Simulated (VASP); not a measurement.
# IrRh5 (P-62m) in VASP: notebook

IrRh5 is run at these levels: PBE; tasks: single point.

Program: VASP 6.6.1. These are calculated values, not measurements. Logs are shortened: lines on timing, memory, paths and dates and some standing lists are left out, and cuts for length are marked.

**1. The cell of the first run**

It takes space group P-62m (No. 189, hexagonal). Conventional cell: a = 4.647 Å, b = 4.647 Å, c = 4.386 Å, α = 90.00°, β = 90.00°, γ = 120.00°. Within 3.5 Å of Ir (site symmetry -62m) lie 12 Rh at 2.68 to 2.69 Å. Within 3.5 Å of Rh (site symmetry -6) lie 9 Rh at 2.68 to 2.69 Å and 3 Ir at 2.68 Å. Rh (site symmetry m2m) has 10 Rh at 2.68 to 2.69 Å and 2 Ir at 2.69 Å within 3.5 Å.

**2. Single point, PBE**

INCAR

```
  PREC = Accurate
  ENCUT = 520
  EDIFF = 1E-7
  ISMEAR = 0
  SIGMA = 0.1
  LREAL = False
  LASPH = True
  NELM = 80
  ALGO = Normal
  ISIF = 2
  LWAVE = False
  LCHARG = False
  GGA = PE
  NBANDS = 51
```

KPOINTS

```
regular mesh
0
Gamma
  6 6 4
```

POSCAR

```
IrRh5
1.0
    4.6471679700      0.0000000000      0.0000000000
   -2.3235839900      4.0245655200      0.0000000000
    0.0000000000      0.0000000000      4.3862727200
Ir Rh
1 5
Direct
    0.0000000000      0.0000000000      0.0000000000
    0.6666666700      0.3333333300      0.0000000000
    0.3333333300      0.6666666700      0.0000000000
    0.3333333300      0.0000000000      0.5000000000
    0.0000000000      0.3333333300      0.5000000000
    0.6666666700      0.6666666700      0.5000000000
```

Potentials or basis: VASP PAW PBE potentials, release 64 (Ir, Rh_pv).

Launch:

```bash
cat potpaw_PBE.64/Ir/POTCAR potpaw_PBE.64/Rh_pv/POTCAR > POTCAR
mpirun -np 1 vasp_std > vasp.out
```

OUTCAR:

```text
PREC = Accurate
   ENCUT = 520
   EDIFF = 1E-7
   ISMEAR = 0
   LREAL = False
   LASPH = True
   NELM = 80
   ISIF = 2
   GGA = PE

 ion  position               nearest neighbor table
   1  0.000  0.000  0.000-   2 2.68   3 2.68   2 2.68   3 2.68   2 2.68   3 2.68   6 2.69   6 2.69
                             4 2.69   4 2.69   5 2.69   5 2.69
   2  0.667  0.333  0.000-   3 2.68   3 2.68   1 2.68   1 2.68   1 2.68   3 2.68   5 2.69   5 2.69
                             4 2.69   4 2.69   6 2.69   6 2.69
   3  0.333  0.667  0.000-   2 2.68   2 2.68   1 2.68   1 2.68   1 2.68   2 2.68   4 2.69   4 2.69
                             5 2.69   5 2.69   6 2.69   6 2.69
   4  0.333  0.000  0.500-   6 2.68   5 2.68   5 2.68   6 2.68   5 2.68   6 2.68   1 2.69   1 2.69
                             3 2.69   3 2.69   2 2.69   2 2.69
   5  0.000  0.333  0.500-   6 2.68   4 2.68   6 2.68   4 2.68   4 2.68   6 2.68   2 2.69   2 2.69
                             1 2.69   1 2.69   3 2.69   3 2.69
   6  0.667  0.667  0.500-   4 2.68   5 2.68   5 2.68   4 2.68   4 2.68   5 2.68   1 2.69   1 2.69
                             3 2.69   3 2.69   2 2.69   2 2.69

  LATTYP: Found a hexagonal cell.
 ALAT       =     4.6471679700
 C/A-ratio  =     0.9438593028

  Lattice vectors:

 A1 = (   4.6471679700,   0.0000000000,   0.0000000000)
 A2 = (  -2.3235839900,   4.0245655200,   0.0000000000)
 A3 = (   0.0000000000,   0.0000000000,   4.3862727200)

Analysis of symmetry for initial positions (statically):
=====================================================================
 Subroutine PRICEL returns:
 Original cell was already a primitive cell.

 Routine SETGRP: Setting up the symmetry group for a
 hexagonal supercell.

 Subroutine GETGRP returns: Found 12 space group operations
 (whereof 12 operations were pure point group operations)
 out of a pool of 24 trial point group operations.

The static configuration has the point symmetry D_3h.

Analysis of symmetry for dynamics (positions and initial velocities):
=====================================================================
 Subroutine PRICEL returns:
 Original cell was already a primitive cell.

 Routine SETGRP: Setting up the symmetry group for a
 hexagonal supercell.

 Subroutine GETGRP returns: Found 12 space group operations
 (whereof 12 operations were pure point group operations)
 out of a pool of 24 trial point group operations.

The dynamic configuration has the point symmetry D_3h.

 Subroutine INISYM returns: Found 12 space group operations
 (whereof 12 operations are pure point group operations),
 and found     1 'primitive' translations

[... 102 lines left out ...]
   IBRION =     -1    ionic relax: 0-MD 1-quasi-New 2-CG
   NFREE  =      0    steps in history (QN), initial steepest desc. (CG)
   ISIF   =      2    stress and relaxation
   ISYM   =      2    0-nonsym 1-usesym 2-fastsym
   POTIM  = 0.5000    time-step for ionic-motion
   TEBEG  =    0.0;   TEEND  =   0.0 temperature during run
   PSTRESS=    0.0 pullay stress
   NELECT =      84.0000    total number of electrons
   NUPDOWN=      -1.0000    fix difference up-down
   EMIN   =  10.00;   EMAX   =-10.00  energy-range for DOS
   EFERMI =   0.00;   METHOD = LEGACY
   ISMEAR =     0;   SIGMA  =   0.10  broadening in eV -4-tet -1-fermi 0-gaus
   EFERMI_NEDOS =   21; number of points for ismear=-14 and -15
   IALGO  =     38    algorithm
   IMIX   =      4    mixing-type and parameters
     AMIX     =   0.40;   BMIX     =  1.00
     AMIX_MAG =   1.60;   BMIX_MAG =  1.00
  volume/ion in A,a.u.               =      13.67        92.27
  Fermi-wavevector in a.u.,A,eV,Ry     =   1.650062  3.118165 37.044644  2.722705
  Thomas-Fermi vector in A             =   2.739076
   LORBIT       =      0    0 simple, 1 ext, 2 COOP (PROOUT), +10 PAW based schemes
   GGA     = PE    functional components
   LHFCALC =     F    Hartree Fock is set to
   AEXX    =    0.0000 exact exchange contribution
   IVDW    =     0    specifies the selected vdW correction
   LEPSILON=     F    determine dielectric tensor
   LRPA    =     F    only Hartree local field effects (RPA)
 non-spin polarized calculation
 Gauss-broadening in eV      SIGMA  =   0.10
  energy-cutoff  :      520.00
  volume of cell :       82.04
 maximum number of plane-waves:      2240
 NGX is ok and might be reduce to    36
   NGX = 17   NGY = 17   NGZ = 17

 number of electron      83.9999982 magnetization

 Free energy of the ion-electron system (eV)
  ---------------------------------------------------
  ext. energy  EPLUGINS =         0.00000000
  ---------------------------------------------------
  free energy    TOTEN  =       -45.01860210 eV

  energy without entropy =      -44.99623178  energy(sigma->0) =      -45.00741694

 E-fermi :  11.9352     XC(G=0): -14.0921

 val. band max:       11.9165008125   @ k =   0.1667   0.1667   0.5000
 cond. band min:      11.9360589419   @ k =   0.0000   0.0000   0.2500
 fundamental gap:      0.0195581295
 Fermi energy:        11.9351527981

 k-point     1 :       0.0000    0.0000    0.0000
  band No.  band energies     occupation
      1     -35.2806      2.00000
      2     -35.1460      2.00000
      3     -35.1460      2.00000
      4     -35.0685      2.00000
      5     -35.0544      2.00000
      6     -34.9933      2.00000
[... 1123 lines left out ...]
     50      13.3050      0.00000
     51      13.3050      0.00000

------------------------ aborting loop because EDIFF is reached ----------------------------------------

  FORCE on cell =-STRESS in cart. coord.  units (eV):
  Direction    XX          YY          ZZ          XY          YZ          ZX
  --------------------------------------------------------------------------------------
  -------------------------------------------------------------------------------------
  Total        5.7285507      5.7285508      3.6974024     -0.0000000     -0.0000000      0.0000000
  in kB      111.8799707    111.8799708     72.2111554     -0.0000001     -0.0000000      0.0000000
  external PRESSURE =      98.6570323 kB  Pullay stress =       0.0000000 kB

 VOLUME and BASIS-vectors are now :
 -----------------------------------------------------------------------------
  energy-cutoff  :      520.00
  volume of cell :       82.04
      direct lattice vectors                 reciprocal lattice vectors
     4.647167970  0.000000000  0.000000000     0.215184819  0.124237014  0.000000000
    -2.323583990  4.024565520  0.000000000     0.000000000  0.248474027  0.000000000
     0.000000000  0.000000000  4.386272720     0.000000000  0.000000000  0.227984000

 POSITION                                       TOTAL-FORCE (eV/Angst)
 -----------------------------------------------------------------------------------
      0.00000      0.00000      0.00000        -0.000000     -0.000000      0.000000
      2.32358      1.34152      0.00000        -0.000000     -0.000000      0.000000
     -0.00000      2.68304      0.00000        -0.000000     -0.000000      0.000000
      1.54906      0.00000      2.19314        -0.052516     -0.000000      0.000000
     -0.77453      1.34152      2.19314         0.026258     -0.045480     -0.000000
      1.54906      2.68304      2.19314         0.026258      0.045480      0.000000
 -----------------------------------------------------------------------------------
    total drift:                               -0.000000     -0.000000      0.000000

  FREE ENERGIE OF THE ION-ELECTRON SYSTEM (eV)
  ---------------------------------------------------
  free  energy   TOTEN  =       -45.0186021043 eV

  energy  without entropy=      -44.9962317773  energy(sigma->0) =      -45.00741694
```

OSZICAR:

```text
N       E                     dE             d eps       ncg     rms          rms(c)
DAV:   1     0.114054705954E+04    0.11405E+04   -0.49700E+04  2238   0.189E+03
DAV:   2     0.571047266681E+01   -0.11348E+04   -0.11058E+04  2201   0.602E+02
DAV:   3    -0.465021582100E+02   -0.52213E+02   -0.48831E+02  2365   0.133E+02
DAV:   4    -0.480853404034E+02   -0.15832E+01   -0.15687E+01  2272   0.226E+01
DAV:   5    -0.481155403102E+02   -0.30200E-01   -0.30182E-01  2562   0.334E+00    0.279E+01
DAV:   6    -0.454689206474E+02    0.26466E+01   -0.98415E+00  2594   0.218E+01    0.115E+01
DAV:   7    -0.464771176628E+02   -0.10082E+01   -0.59238E+00  2825   0.214E+01    0.120E+01
DAV:   8    -0.450422082063E+02    0.14349E+01   -0.56449E+00  2731   0.134E+01    0.292E+00
DAV:   9    -0.450201291846E+02    0.22079E-01   -0.12154E-01  2637   0.288E+00    0.694E-01
DAV:  10    -0.450197028270E+02    0.42636E-03   -0.12830E-02  2693   0.120E+00    0.347E-01
DAV:  11    -0.450185810906E+02    0.11217E-02   -0.38672E-03  2359   0.749E-01    0.978E-02
DAV:  12    -0.450186073004E+02   -0.26210E-04   -0.23050E-04  2276   0.127E-01    0.316E-02
DAV:  13    -0.450186039276E+02    0.33727E-05   -0.15148E-05  2901   0.275E-02    0.595E-03
DAV:  14    -0.450186024604E+02    0.14672E-05   -0.64912E-07  2117   0.738E-03    0.229E-03
DAV:  15    -0.450186021942E+02    0.26624E-06   -0.76031E-08  1145   0.274E-03    0.650E-04
DAV:  16    -0.450186021043E+02    0.89851E-07   -0.20917E-08  1125   0.151E-03
   1 F= -.45018602E+02 E0= -.45007417E+02  d E =-.223703E-01
```

It took 79 s on 1 thread of Intel Xeon Platinum 8375C at 2.90GHz (Ice Lake), shared host; peak memory 0.24 GiB.

What came out:

* Free energy: -45.0186 eV
* Pressure: 9.9 GPa
* Largest force: 0.053 eV/Å
* Band gap on the k mesh: zero (band 42 reaches 12.21 eV, above the bottom of band 43 at 11.52 eV)

Forces in eV/Å, atoms in the order of the input:
```
Ir   0.000  0.000  0.000
Rh   0.000  0.000  0.000
Rh   0.000  0.000  0.000
Rh  -0.053  0.000  0.000
Rh   0.026 -0.045  0.000
Rh   0.026  0.045  0.000
```

Caveat: spin-orbit coupling is left out, which moves the levels of the heavy elements.

**3. Single point, PBE**

This run uses another cell than the first one, of 14.13 Å³/atom, 1.033 times its volume.

INCAR

```
PREC     = Accurate       # precision mode
ENCUT    = 520            # plane-wave cutoff, eV
EDIFF    = 1E-7           # SCF threshold, eV
ISMEAR   = 0              # smearing method
SIGMA    = 0.1            # smearing width, eV
LREAL    = False          # projectors in reciprocal space
LASPH    = True           # aspherical terms in the spheres
NELM     = 100            # most SCF steps
ALGO     = Normal         # electronic algorithm
ISIF     = 2              # what is computed and relaxed
LWAVE    = False          # write WAVECAR
LCHARG   = True           # write CHGCAR
GGA      = PE             # functional
LELF     = True           # ELF
LVHAR    = True         
NBANDS   = 51             # bands
```

KPOINTS

```
Automatic mesh
0
Gamma
  6 6 4
```

POSCAR

```
IrRh5
1.0
    4.7152671971      0.0000000029      0.0000000000
   -2.3576336011      4.0835411769      0.0000000000
    0.0000000000      0.0000000000      4.4030798158
Ir Rh
1 5
Direct
    0.0000000000      0.0000000000      0.0000000000
    0.6666666667      0.3333333333      0.0000000000
    0.3333333333      0.6666666667      0.0000000000
    0.3321911300      0.0000000000      0.5000000000
    0.0000000000      0.3321911300      0.5000000000
    0.6678088700      0.6678088700      0.5000000000
```

Potentials or basis: VASP PAW PBE potentials, release 64 (Ir, Rh_pv).

Launch:

```bash
cat potpaw_PBE.64/Ir/POTCAR potpaw_PBE.64/Rh_pv/POTCAR > POTCAR
mpirun -np 1 vasp_std > vasp.out
```

Run time: 83 s. Hardware: 1 thread of Intel Xeon Platinum 8375C at 2.90GHz (Ice Lake), shared host; peak memory 0.24 GiB.

It converged, with:

```yaml
Free_energy: -45.1106 eV
Pressure: 0.1 GPa
Band_gap_on_the_k_mesh: zero (band 42 reaches 11.59 eV, above the bottom of band 43 at 10.94 eV)
```

Levels at points of the mesh, in eV from the Fermi level:
```csv
k point,band 38,band 39,band 40,band 41,band 42,band 43,band 44,band 45,band 46,band 47
"(0.00, 0.00, 0.00)",-1.84,-0.16,-0.13,-0.13,0.04,0.05,0.05,0.27,0.27,0.50
"(0.50, 0.00, 0.00)",-1.79,-0.91,-0.84,-0.24,-0.11,0.30,0.39,0.47,0.65,0.78
"(0.00, 0.00, 0.50)",-1.87,-1.87,-0.50,-0.50,-0.40,-0.40,0.09,0.19,0.19,0.41
"(0.50, 0.00, 0.50)",-0.40,-0.35,-0.08,-0.02,0.05,0.21,0.50,0.71,0.75,0.90
```

Caveat: spin-orbit coupling is left out, which moves the levels of the heavy elements.
